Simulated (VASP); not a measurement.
Here is a VASP 6.6.1 calculation.

The input INCAR:

```
SYSTEM = Sc2GaS
PREC = Accurate
ENCUT = 520
EDIFF = 1E-7
ISMEAR = 0
SIGMA = 0.1
LREAL = .FALSE.
LASPH = .TRUE.
NELM = 60
ALGO = Normal
ISIF = 2
LWAVE = .FALSE.
LCHARG = .FALSE.
GGA = PE
NBANDS = 28
```

KPOINTS

```
Automatic mesh
0
G
  6 6 4
  0 0 0
```

File POSCAR:

```
Sc2GaS
1.0
    4.9719723817     -0.0000000031      0.0000000000
   -2.4859861882      4.3058543910      0.0000000000
    0.0000000000      0.0000000000      5.0092273589
Sc Ga S
2 1 1
Direct
    0.3333333333      0.6666666667      0.0000000000
    0.6666666667      0.3333333333      0.0000000000
    0.0000000000      0.0000000000      0.0000000000
    0.0000000000      0.0000000000      0.5000000000
```

Potentials or basis: VASP PAW PBE potentials, release 64 (Sc_sv, Ga_d, S).

Launch:

```console
$ cat potpaw_PBE.64/Sc_sv/POTCAR potpaw_PBE.64/Ga_d/POTCAR potpaw_PBE.64/S/POTCAR > POTCAR
$ mpirun -np 1 vasp_std > vasp.out
```

(1) Predict the band gap on the k mesh.

(2) What does it give for the pressure?

## Answers

(1) zero (an odd number of electrons rules out a gap without spin polarisation).

(2) 0.1 GPa.
